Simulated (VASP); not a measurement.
Set up this calculation in VASP 6.6.1, as the native input.

```
Task                   : single point
Functional             : PBE
Potentials or basis    : VASP PAW PBE potentials, release 64 (In_d, Sb)
Cutoff                 : 520 eV
k mesh                 : 6 × 6 × 4
Occupations            : fermi-dirac, width 0.02 eV
Spin                   : no spin polarisation
Dipole correction      : no
Further INCAR settings : ALGO = Normal; EDIFF = 1e-06; NBANDS = 26
```

The structure of InSb lies in POSCAR:

```
InSb
1.0
    5.0295613806      0.0000000000      0.0000000000
   -2.5147806903      4.3557279254      0.0000000000
    0.0000000000      0.0000000000      6.2057925192
In Sb
2 2
Direct
    0.3333333333      0.6666666667      0.2500000000
    0.6666666667      0.3333333333      0.7500000000
    0.6666666667      0.3333333333      0.2500000000
    0.3333333333      0.6666666667      0.7500000000
```

These files were run (other wordings do the same):

INCAR

```
SYSTEM = InSb
  PREC = Accurate
  ENCUT = 520
  EDIFF = 1E-6
  ISMEAR = -1
  SIGMA = 0.02
  LREAL = .False.
  LASPH = .True.
  NELM = 60
  ALGO = Normal
  ISIF = 2
  LWAVE = .False.
  LCHARG = .False.
  GGA = PE
  NBANDS = 26
```

KPOINTS

```
Automatic mesh
0
Gamma
  6 6 4
  0 0 0
```

Potentials or basis: VASP PAW PBE potentials, release 64 (In_d, Sb).

Command:

```console
$ cat potpaw_PBE.64/In_d/POTCAR potpaw_PBE.64/Sb/POTCAR > POTCAR
$ mpirun -np 1 vasp_std > vasp.out
```

It gave:

The pressure is 1.3 GPa. The band gap on the k mesh is zero (bands 18 and 19 overlap by 1.14 eV).

Caveat: spin-orbit coupling is left out, which moves the levels of the heavy elements.

Run time: 110 s on 1 thread of Intel Xeon 8259CL, with other jobs on the host, peak memory 0.29 GiB.
